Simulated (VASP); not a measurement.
# Cs (Im-3m) in VASP: a series of runs

The runs below take Cs through single point, relaxation of cell and atoms, with PBE.

Everything below comes from runs of VASP 6.6.1. Logs are shortened: lines on timing, memory, paths and dates and some standing lists are left out, and cuts for length are marked.

## Step 1: The cell of the first run

It takes space group Im-3m (No. 229, cubic). The conventional cell has a = 6.190 Å, b = 6.190 Å, c = 6.190 Å, α = 90.00°, β = 90.00°, γ = 90.00°.

## Step 2: Single point, PBE

INCAR

```
SYSTEM = Cs
  PREC = Accurate
  ENCUT = 520
  EDIFF = 1E-7
  ISMEAR = -1
  SIGMA = 0.0586
  LREAL = .False.
  LASPH = .True.
  NELM = 100
  ALGO = Normal
  ISIF = 2
  LWAVE = .False.
  LCHARG = .False.
  GGA = PE
  NBANDS = 10
```

KPOINTS

```
regular mesh
0
Gamma
  4 4 4
  0 0 0
```

POSCAR

```
Cs
1.0
   -3.0951099618      3.0951099618      3.0951099618
    3.0951099618     -3.0951099618      3.0951099618
    3.0951099618      3.0951099618     -3.0951099618
Cs
1
Direct
    0.0000000000      0.0000000000      0.0000000000
```

Potentials or basis: VASP PAW PBE potentials, release 64 (Cs_sv).

The run is started by

```console
> cat potpaw_PBE.64/Cs_sv/POTCAR > POTCAR
> mpirun -np 1 vasp_std > vasp.out
```

OUTCAR:

```text
SYSTEM = Cs
   PREC = Accurate
   ENCUT = 520
   EDIFF = 1E-7
   ISMEAR = -1
   LREAL = .False.
   LASPH = .True.
   NELM = 100
   ISIF = 2
   GGA = PE

 ion  position               nearest neighbor table
   1  0.000  0.000  0.000-

  LATTYP: Found a body centered cubic cell.
 ALAT       =     6.1902199236

  Lattice vectors:

 A1 = (  -3.0951099618,   3.0951099618,   3.0951099618)
 A2 = (   3.0951099618,  -3.0951099618,   3.0951099618)
 A3 = (   3.0951099618,   3.0951099618,  -3.0951099618)

Analysis of symmetry for initial positions (statically):
=====================================================================
 Subroutine PRICEL returns:
 Original cell was already a primitive cell.

 Routine SETGRP: Setting up the symmetry group for a
 body centered cubic supercell.

 Subroutine GETGRP returns: Found 48 space group operations
[... 9 lines left out ...]

 Routine SETGRP: Setting up the symmetry group for a
 body centered cubic supercell.

 Subroutine GETGRP returns: Found 48 space group operations
[... 11 lines left out ...]
                                     Primitive cell

  volume of cell :     118.6010

  direct lattice vectors                    reciprocal lattice vectors
    -3.095109962  3.095109962  3.095109962     0.000000000  0.161545149  0.161545149
     3.095109962 -3.095109962  3.095109962     0.161545149  0.000000000  0.161545149
     3.095109962  3.095109962 -3.095109962     0.161545149  0.161545149  0.000000000

  length of vectors
     5.360887709  5.360887709  5.360887709     0.228459341  0.228459341  0.228459341

  position of ions in fractional coordinates (direct lattice)
     0.000000000  0.000000000  0.000000000

  ion indices of the primitive-cell ions
   primitive index   ion index
                 1           1

----------------------------------------------------------------------------------------

 KPOINTS: regular mesh

Automatic generation of k-mesh.
 Grid dimensions read from file:
 generate k-points for:    4    4    4

 Generating k-lattice:

  Cartesian coordinates                     Fractional coordinates (reciprocal lattice)
     0.000000000  0.040386287  0.040386287     0.250000000  0.000000000  0.000000000
     0.040386287  0.000000000  0.040386287     0.000000000  0.250000000  0.000000000
     0.040386287  0.040386287  0.000000000     0.000000000  0.000000000  0.250000000

  Length of vectors
     0.057114835  0.057114835  0.057114835

  Shift w.r.t. Gamma in fractional coordinates (k-lattice)
     0.000000000  0.000000000  0.000000000

 Subroutine IBZKPT returns following result:
 ===========================================

 Found      8 irreducible k-points:

 Following reciprocal coordinates:
            Coordinates               Weight
  0.000000  0.000000  0.000000      1.000000
  0.250000  0.000000  0.000000     12.000000
  0.500000  0.000000  0.000000      6.000000
  0.250000  0.250000  0.000000     24.000000
  0.250000  0.250000  0.250000      2.000000
 -0.250000  0.250000  0.250000      6.000000
  0.500000  0.500000  0.250000     12.000000
  0.500000  0.500000  0.500000      1.000000
   k-points           NKPTS =      8   k-points in BZ     NKDIM =      8   number of bands    NBANDS=     10
   number of dos      NEDOS =    301   number of ions     NIONS =      1
   total plane-waves  NPLWV =  64000
   dimension x,y,z NGX =    40 NGY =   40 NGZ =   40
   dimension x,y,z NGXF=    80 NGYF=   80 NGZF=   80
   ions per type =               1
   NGX,Y,Z   is equivalent  to a cutoff of  12.40, 12.40, 12.40 a.u.
   NGXF,Y,Z  is equivalent  to a cutoff of  24.81, 24.81, 24.81 a.u.
 SYSTEM =  Cs
   PREC   = accura    normal or accurate (medium, high low for compatibility)
   ISTART =      0    job   : 0-new  1-cont  2-samecut
   ICHARG =      2    charge: 1-file 2-atom 10-const
   ISPIN  =      1    spin polarized calculation?
   LNONCOLLINEAR =      F non collinear calculations
   LSORBIT =      F    spin-orbit coupling
   LASPH  =      T    aspherical Exc in radial PAW
   ENCUT  =  520.0 eV  38.22 Ry    6.18 a.u.   9.97  9.97  9.97*2*pi/ulx,y,z
   NELM   =    100;   NELMIN=  2; NELMDL= -5     # of ELM steps
   EDIFF  = 0.1E-06   stopping-criterion for ELM
   LREAL  =      F    real-space projection
   EDIFFG = 0.1E-05   stopping-criterion for IOM
   NSW    =      0    number of steps for IOM
   IBRION =     -1    ionic relax: 0-MD 1-quasi-New 2-CG
   NFREE  =      0    steps in history (QN), initial steepest desc. (CG)
   ISIF   =      2    stress and relaxation
   ISYM   =      2    0-nonsym 1-usesym 2-fastsym
   POTIM  = 0.5000    time-step for ionic-motion
   TEBEG  =    0.0;   TEEND  =   0.0 temperature during run
   PSTRESS=    0.0 pullay stress
   NELECT =       9.0000    total number of electrons
   NUPDOWN=      -1.0000    fix difference up-down
   EMIN   =  10.00;   EMAX   =-10.00  energy-range for DOS
   EFERMI =   0.00;   METHOD = LEGACY
   ISMEAR =    -1;   SIGMA  =   0.06  broadening in eV -4-tet -1-fermi 0-gaus
   EFERMI_NEDOS =   21; number of points for ismear=-14 and -15
   IALGO  =     38    algorithm
   IMIX   =      4    mixing-type and parameters
     AMIX     =   0.40;   BMIX     =  1.00
     AMIX_MAG =   1.60;   BMIX_MAG =  1.00
  volume/ion in A,a.u.               =     118.60       800.36
  Fermi-wavevector in a.u.,A,eV,Ry     =   0.693095  1.309760  6.535981  0.480381
  Thomas-Fermi vector in A             =   1.775213
   LORBIT       =      0    0 simple, 1 ext, 2 COOP (PROOUT), +10 PAW based schemes
   GGA     = PE    functional components
   LHFCALC =     F    Hartree Fock is set to
   AEXX    =    0.0000 exact exchange contribution
   IVDW    =     0    specifies the selected vdW correction
   LEPSILON=     F    determine dielectric tensor
   LRPA    =     F    only Hartree local field effects (RPA)
 non-spin polarized calculation
  energy-cutoff  :      520.00
  volume of cell :      118.60
 maximum number of plane-waves:      3252
   NGX = 19   NGY = 19   NGZ = 19

 number of electron       9.0000002 magnetization

 Free energy of the ion-electron system (eV)
  ---------------------------------------------------
  ext. energy  EPLUGINS =         0.00000000
  ---------------------------------------------------
  free energy    TOTEN  =        -0.82041478 eV

  energy without entropy =       -0.78305834  energy(sigma->0) =       -0.80173656

 E-fermi :   0.3868     XC(G=0):  -5.3288

 val. band max:       -0.0707780626   @ k =  -0.2500   0.2500   0.2500
 cond. band min:       0.3965479785   @ k =   0.2500   0.2500   0.0000
 fundamental gap:      0.4673260412
 Fermi energy:         0.3867631191

 k-point     1 :       0.0000    0.0000    0.0000
  band No.  band energies     occupation
      1     -23.4928      2.00000
      2     -10.2408      2.00000
      3     -10.2408      2.00000
      4     -10.2408      2.00000
      5      -1.2674      2.00000
      6       2.8537      0.00000
      7       2.8537      0.00000
      8       2.8537      0.00000
      9       3.6902      0.00000
     10       3.6902      0.00000

 k-point     2 :       0.2500    0.0000    0.0000
  band No.  band energies     occupation
      1     -23.4899      2.00000
      2     -10.3035      2.00000
      3     -10.2615      2.00000
      4     -10.2408      2.00000
      5      -0.6381      2.00000
      6       2.1044      0.00000
      7       2.3615      0.00000
      8       3.5083      0.00000
      9       3.5415      0.00000
     10       3.6889      0.00000

 k-point     3 :       0.5000    0.0000    0.0000
  band No.  band energies     occupation
      1     -23.4870      2.00000
      2     -10.3640      2.00000
      3     -10.2820      2.00000
      4     -10.2408      2.00000
      5       0.4273      0.66716
      6       1.2210      0.00000
      7       2.0262      0.00000
      8       3.5170      0.00000
      9       4.1252      0.00000
     10       4.6478      0.00000

 k-point     4 :       0.2500    0.2500    0.0000
  band No.  band energies     occupation
      1     -23.4870      2.00000
      2     -10.3416      2.00000
      3     -10.2925      2.00000
      4     -10.2536      2.00000
      5       0.3965      0.91670
      6       1.5042      0.00000
      7       1.8064      0.00000
      8       3.5672      0.00000
      9       3.7246      0.00000
     10       4.3301      0.00000

 k-point     5 :       0.2500    0.2500    0.2500
  band No.  band energies     occupation
      1     -23.4867      2.00000
      2     -10.3013      2.00000
      3     -10.3013      2.00000
      4     -10.3013      2.00000
      5       1.3620      0.00000
      6       1.3620      0.00000
      7       1.3620      0.00000
      8       2.6786      0.00000
      9       4.2013      0.00000
     10       4.2013      0.00000

 k-point     6 :      -0.2500    0.2500    0.2500
  band No.  band energies     occupation
      1     -23.4874      2.00000
      2     -10.3053      2.00000
      3     -10.2837      2.00000
      4     -10.2837      2.00000
      5      -0.0708      1.99919
      6       1.9256      0.00000
      7       2.5960      0.00000
      8       2.5960      0.00000
      9       3.5777      0.00000
     10       3.7253      0.00000

 k-point     7 :       0.5000    0.5000    0.2500
  band No.  band energies     occupation
      1     -23.4848      2.00000
      2     -10.3466      2.00000
      3     -10.3057      2.00000
      4     -10.2856      2.00000
      5       0.9879      0.00007
      6       1.1246      0.00001
      7       2.3610      0.00000
      8       2.5384      0.00000
      9       3.7449      0.00000
     10       4.8887      0.00000

 k-point     8 :       0.5000    0.5000    0.5000
  band No.  band energies     occupation
      1     -23.4825      2.00000
      2     -10.3291      2.00000
      3     -10.3291      2.00000
      4     -10.3291      2.00000
      5       1.0534      0.00002
      6       1.0534      0.00002
      7       3.3141      0.00000
      8       3.3141      0.00000
      9       3.3141      0.00000
     10       4.6813      0.00000

------------------------ aborting loop because EDIFF is reached ----------------------------------------

  FORCE on cell =-STRESS in cart. coord.  units (eV):
  Direction    XX          YY          ZZ          XY          YZ          ZX
  --------------------------------------------------------------------------------------
  -------------------------------------------------------------------------------------
  Total       -0.0018806     -0.0018806     -0.0018806      0.0000000      0.0000000     -0.0000000
  in kB       -0.0254053     -0.0254053     -0.0254053      0.0000000      0.0000000     -0.0000000
  external PRESSURE =      -0.0254053 kB  Pullay stress =       0.0000000 kB

 VOLUME and BASIS-vectors are now :
 -----------------------------------------------------------------------------
  energy-cutoff  :      520.00
  volume of cell :      118.60
      direct lattice vectors                 reciprocal lattice vectors
    -3.095109962  3.095109962  3.095109962     0.000000000  0.161545149  0.161545149
     3.095109962 -3.095109962  3.095109962     0.161545149  0.000000000  0.161545149
     3.095109962  3.095109962 -3.095109962     0.161545149  0.161545149  0.000000000

 POSITION                                       TOTAL-FORCE (eV/Angst)
 -----------------------------------------------------------------------------------
      0.00000      0.00000      0.00000         0.000000     -0.000000     -0.000000
 -----------------------------------------------------------------------------------
    total drift:                               -0.000000     -0.000000     -0.000000

  FREE ENERGIE OF THE ION-ELECTRON SYSTEM (eV)
  ---------------------------------------------------
  free  energy   TOTEN  =        -0.8204147790 eV

  energy  without entropy=       -0.7830583379  energy(sigma->0) =       -0.80173656
```

Wall time 20 s (1 thread of Intel Xeon 8259CL, shared host); peak memory 0.23 GiB.

What came out:

| Property | Result |
| --- | --- |
| Free energy | -0.8204 eV |
| Pressure | 0.0 GPa |

Caveat: spin-orbit coupling is left out, which moves the levels of the heavy elements.

## Step 3: Single point, PBE

INCAR

```
  PREC = Accurate
  ENCUT = 520
  EDIFF = 1E-7
  ISMEAR = -1
  SIGMA = 0.0586
  LREAL = F
  LASPH = T
  NELM = 60
  ALGO = Normal
  ISIF = 2
  LWAVE = F
  LCHARG = F
  GGA = PE
  NBANDS = 10
```

KPOINTS

```
Automatic mesh
0
Gamma
  4 4 4
```

POSCAR

```
Cs
1.0
   -3.0953154900      3.0953154900      3.0953154900
    3.0953154900     -3.0953154900      3.0953154900
    3.0953154900      3.0953154900     -3.0953154900
Cs
1
Direct
    0.0000000000      0.0000000000      0.0000000000
```

Potentials or basis: VASP PAW PBE potentials, release 64 (Cs_sv).

The run is started by

```console
> cat potpaw_PBE.64/Cs_sv/POTCAR > POTCAR
> mpirun -np 1 vasp_std > vasp.out
```

It took 16 s on 1 thread of Intel Xeon 8259CL, shared host; peak memory 0.23 GiB.

It converged, with:

- Free energy: -0.8204 eV
- Pressure: 0.0 GPa

Levels at points of the mesh, in eV from the Fermi level:
| k point | band 2 | band 3 | band 4 | band 5 | band 6 | band 7 |
| --- | --- | --- | --- | --- | --- | --- |
| (0.00, 0.00, 0.00) | -10.63 | -10.63 | -10.63 | -1.65 | 2.47 | 2.47 |
| (0.50, 0.00, 0.00) | -10.75 | -10.67 | -10.63 | 0.04 | 0.83 | 1.64 |
| (0.50, 0.50, 0.50) | -10.72 | -10.72 | -10.72 | 0.67 | 0.67 | 2.93 |

Caveat: spin-orbit coupling is left out, which moves the levels of the heavy elements.

## Step 4: Relaxation of cell and atoms, PBE

This run uses another cell than the first one, of 112.51 Å³/atom, 0.949 times its volume.

INCAR

```
SYSTEM = Cs
ALGO     = Normal         ! electronic algorithm
EDIFF    = 1E-7           ! SCF threshold, eV
EDIFFG   = -0.01          ! ionic threshold
ENCUT    = 600            ! plane-wave cutoff, eV
GGA      = PE             ! functional
IBRION   = 2              ! ionic algorithm
ISIF     = 3              ! what is computed and relaxed
ISMEAR   = -1             ! smearing method
LASPH    = .True.         ! aspherical terms in the spheres
LCHARG   = .False.        ! write CHGCAR
LREAL    = .False.        ! projectors in reciprocal space
LWAVE    = .False.        ! write WAVECAR
NELM     = 80             ! most SCF steps
NSW      = 60             ! ionic steps
PREC     = Accurate       ! precision mode
SIGMA    = 0.0586         ! smearing width, eV
```

KPOINTS

```
k-points
0
Gamma
  4 4 4
  0 0 0
```

POSCAR

```
Cs
1.0
   -3.0412140000      3.0412140000      3.0412140000
    3.0412140000     -3.0412140000      3.0412140000
    3.0412140000      3.0412140000     -3.0412140000
Cs
1
Direct
    0.0000000000      0.0000000000      0.0000000000
```

Potentials or basis: VASP PAW PBE potentials, release 64 (Cs_sv).

The run is started by

```console
> cat potpaw_PBE.64/Cs_sv/POTCAR > POTCAR
> mpirun -np 1 vasp_std > vasp.out
```

OUTCAR:

```text
SYSTEM = Cs
   EDIFF = 1E-7
   EDIFFG = -0.01
   ENCUT = 600
   GGA = PE
   IBRION = 2
   ISIF = 3
   ISMEAR = -1
   LASPH = .True.
   LREAL = .False.
   NELM = 80
   NSW = 60
   PREC = Accurate

 ion  position               nearest neighbor table
   1  0.000  0.000  0.000-

  LATTYP: Found a body centered cubic cell.
 ALAT       =     6.0824280000

  Lattice vectors:

 A1 = (  -3.0412140000,   3.0412140000,   3.0412140000)
 A2 = (   3.0412140000,  -3.0412140000,   3.0412140000)
 A3 = (   3.0412140000,   3.0412140000,  -3.0412140000)

Analysis of symmetry for initial positions (statically):
=====================================================================
 Subroutine PRICEL returns:
 Original cell was already a primitive cell.

 Routine SETGRP: Setting up the symmetry group for a
 body centered cubic supercell.

 Subroutine GETGRP returns: Found 48 space group operations
[... 9 lines left out ...]

 Routine SETGRP: Setting up the symmetry group for a
 body centered cubic supercell.

 Subroutine GETGRP returns: Found 48 space group operations
[... 11 lines left out ...]
                                     Primitive cell

  volume of cell :     112.5125

  direct lattice vectors                    reciprocal lattice vectors
[... 106 lines left out ...]
--------------------------------------- Ionic step        1  -------------------------------------------

 number of electron       8.9999998 magnetization

 Free energy of the ion-electron system (eV)
  ---------------------------------------------------
  ext. energy  EPLUGINS =         0.00000000
  ---------------------------------------------------
  free energy    TOTEN  =        -0.81846885 eV

  energy without entropy =       -0.78082869  energy(sigma->0) =       -0.79964877

------------------------ aborting loop because EDIFF is reached ----------------------------------------

  FORCE on cell =-STRESS in cart. coord.  units (eV):
  Direction    XX          YY          ZZ          XY          YZ          ZX
  --------------------------------------------------------------------------------------
  -------------------------------------------------------------------------------------
  Total        0.0694889      0.0694889      0.0694889      0.0000000      0.0000000      0.0000000
  in kB        0.9895207      0.9895207      0.9895207      0.0000000      0.0000000      0.0000000
  external PRESSURE =       0.9895207 kB  Pullay stress =       0.0000000 kB
[... 92 lines left out ...]
--------------------------------------- Ionic step        4  -------------------------------------------

 number of electron       9.0000002 magnetization

 Free energy of the ion-electron system (eV)
  ---------------------------------------------------
  ext. energy  EPLUGINS =         0.00000000
  ---------------------------------------------------
  free energy    TOTEN  =        -0.82029809 eV

  energy without entropy =       -0.78294015  energy(sigma->0) =       -0.80161912

 E-fermi :   0.3872     XC(G=0):  -5.3295

 val. band max:       -0.0703624631   @ k =  -0.2500   0.2500   0.2500
 cond. band min:       0.3970143405   @ k =   0.2500   0.2500   0.0000
 fundamental gap:      0.4673768036
 Fermi energy:         0.3872139181

 k-point     1 :       0.0000    0.0000    0.0000
  band No.  band energies     occupation
      1     -23.4924      2.00000
      2     -10.2401      2.00000
      3     -10.2401      2.00000
      4     -10.2401      2.00000
      5      -1.2672      2.00000
      6       2.8544      0.00000
      7       2.8544      0.00000
      8       2.8544      0.00000
[... 103 lines left out ...]
  FREE ENERGIE OF THE ION-ELECTRON SYSTEM (eV)
  ---------------------------------------------------
  free  energy   TOTEN  =        -0.8202980949 eV

  energy  without entropy=       -0.7829401519  energy(sigma->0) =       -0.80161912

 reached required accuracy - stopping structural energy minimisation
```

CONTCAR:

```text
Cs
   1.00000000000000
    -3.0948742538315996    3.0948742538315996    3.0948742538315996
     3.0948742538315996   -3.0948742538315996    3.0948742538315996
     3.0948742538315996    3.0948742538315996   -3.0948742538315996
  Cs
     1
Direct
     1.0000000000000000    1.0000000000000000    1.0000000000000000

  0.00000000E+00  0.00000000E+00  0.00000000E+00
```

It took 50 s on 1 thread of Intel Xeon 8259CL, shared host; peak memory 0.25 GiB.

Results:

| Property | Result |
| --- | --- |
| Free energy | -0.8203 eV |
| Relaxed volume | 118.57 Å³/atom |
| Relaxed cell | a = 5.360 Å, b = 5.360 Å, c = 5.360 Å, α = 109.47°, β = 109.47°, γ = 109.47° |
| Space group after relaxing (to 0.05 Å) | Im-3m (No. 229) |
| Energy gained by relaxing | 1.8 meV/atom |
| Ionic steps | 4 |
| Pressure after relaxing | 0.0 GPa |

The path:
| step | energy change (eV) | largest force (eV/Å) | pressure (GPa) | volume (Å³) |
| --- | --- | --- | --- | --- |
| 1 | 0.0000 | 0.0000 | 0.10 | 112.51 |
| 2 | -0.0006 | 0.0000 | 0.08 | 113.65 |
| 3 | -0.0017 | 0.0000 | 0.02 | 117.10 |
| 4 | -0.0018 | 0.0000 | 0.00 | 118.57 |

Final structure:
```
CELL_PARAMETERS angstrom
-3.09487 3.09487 3.09487
3.09487 -3.09487 3.09487
3.09487 3.09487 -3.09487
ATOMIC_POSITIONS crystal
Cs 0.00000 0.00000 0.00000
```

Caveat: the k points lie up to 0.36 Å⁻¹ apart in the final cell; spin-orbit coupling is left out, which moves the levels of the heavy elements. Zero-point motion and thermal expansion aren't in these numbers.
